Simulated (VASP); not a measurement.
Wanted: the native input for a VASP 6.6.1 run.

- Task: single point
- Functional: PBEsol
- Potentials or basis: VASP PAW PBE potentials, release 64 (Pt, C)
- Cutoff: 520 eV
- k mesh: 10 × 7 × 1
- Occupations: gaussian, width 0.1 eV
- Spin: collinear spin
- Starting moments: [0.0, 0.0, 0.0, 0.0, 2.0] μB
- Dipole correction: yes
- Further INCAR settings: ALGO = Normal; EDIFF = 1e-06; NBANDS = 34; NELMDL = -8

The structure of Pt4C lies in POSCAR:

```
Pt4C
1.0
    2.7704032196      0.0000000000      0.0000000000
    0.0000000000      3.9179418064      0.0000000000
    0.0000000000      0.0000000000     21.0969749094
Pt C
4 1
Direct
    0.5000000000      0.5000000000      0.1896006426
    0.0000000000      0.0000000000      0.2552594214
    0.5000000000      0.5000000000      0.3256256435
    0.0000000000      0.0000000000      0.3837979115
    0.0000000000      0.3333333333      0.5672365332
```

One way to write it, as run:

INCAR

```
ALGO     = Normal         # electronic algorithm
DIPOL    = 0.5 0.5 0.344
EDIFF    = 1E-6           # SCF threshold, eV
ENCUT    = 520            # plane-wave cutoff, eV
GGA      = PS             # functional
GGA_COMPAT= F            
IDIPOL   = 3            
ISIF     = 2              # what is computed and relaxed
ISMEAR   = 0              # smearing method
ISPIN    = 2              # spin polarisation
LASPH    = T              # aspherical terms in the spheres
LCHARG   = F              # write CHGCAR
LDIPOL   = T            
LMAXMIX  = 4              # l up to which the mixer works
LORBIT   = 11             # projections on sites
LREAL    = F              # projectors in reciprocal space
LWAVE    = F              # write WAVECAR
MAGMOM   = 0 0 0 0 2      # initial moments
NBANDS   = 34             # bands
NELM     = 200            # most SCF steps
NELMDL   = -8           
PREC     = Accurate       # precision mode
SIGMA    = 0.1            # smearing width, eV
```

KPOINTS

```
k-points
0
Gamma
  10 7 1
```

Potentials or basis: VASP PAW PBE potentials, release 64 (Pt, C).

The run is started by

```console
$ cat potpaw_PBE.64/Pt/POTCAR potpaw_PBE.64/C/POTCAR > POTCAR
$ mpirun -np 1 vasp_std > vasp.out
```

It gave:

```json
{
 "Largest force": "1.032 eV/Å",
 "Net moment": "1.74 μB per cell",
 "Site moments": "Pt -0.02, -0.04, -0.01, -0.06; C +0.89 μB",
 "Valence electrons inside the program's atomic spheres": "Pt 9.00, 9.15, 9.20, 9.10; C 1.96"
}
```

Caveat: the PAW data sets were made with another functional, which shifts forces and pressure a little.

Wall time 17 min on 1 thread of Oxide Virtual Turin-like Processor, with other jobs on the host, peak memory 0.54 GiB.
